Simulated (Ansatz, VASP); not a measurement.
# BP: VASP beside Ansatz

The input INCAR:

```
SYSTEM = BP
ALGO = Normal ; EDIFF = 1E-6
ENCUT = 520 ; GGA = PS
ISIF = 2 ; ISMEAR = 0
LASPH = .True. ; LCHARG = .True.
LELF = .True. ; LREAL = .False.
LVHAR = .True. ; LWAVE = .False.
NBANDS = 11 ; NELM = 100
PREC = Accurate ; SIGMA = 0.05
```

Contents of KPOINTS:

```
k-points
0
Gamma
  12 12 12
  0 0 0
```

Contents of POSCAR:

```
BP
1.0
    0.0000000000      2.2448860267      2.2448860267
    2.2448860267      0.0000000000      2.2448860267
    2.2448860267      2.2448860267      0.0000000000
B P
1 1
Direct
    0.0000000000      0.0000000000      0.0000000000
    0.7500000000      0.7500000000      0.7500000000
```

Input for Ansatz:

```yaml
crystal:
  lattice:
    - [0.0, 2.2448860267, 2.2448860267]
    - [2.2448860267, 0.0, 2.2448860267]
    - [2.2448860267, 2.2448860267, 0.0]
  atoms:
    - { symbol: B, position: [0.0, 0.0, 0.0] }
    - { symbol: P, position: [0.75, 0.75, 0.75] }
basis:
  ecutwfc: 420
  ecutrho_ratio: 4
kpoints:
  mp_grid: { grid: [12, 12, 12] }
hamiltonian:
  xc: pbesol
scf:
  occupations: { method: gaussian, width: 0.05 }
output:
  forces: true
  stress: true
  eigenvalues: true
```

Alike in both runs: task single point; functional PBEsol; k mesh 12 × 12 × 12; occupations gaussian, width 0.05 eV; no spin polarisation.

```csv
,VASP,Ansatz
version,VASP 6.6.1,Ansatz 0.2.0
potentials or method,"VASP PAW PBE potentials, release 64 (B, P), cutoff 520 eV","scalar-relativistic, plane waves, PAW"
valence electrons in the cell,8,8
```

|  | VASP | Ansatz | Ansatz less VASP |
| --- | --- | --- | --- |
| gap on the k mesh at the Fermi level (eV) | 1.08 | 1.08 | +0.004 |
| least direct gap on the mesh (eV) | 3.41 | 3.41 | +0.006 |
| pressure (GPa) | 3.7 | 3.6 | -0.10 |

VASP's potentials were made for PBE, not for PBEsol.
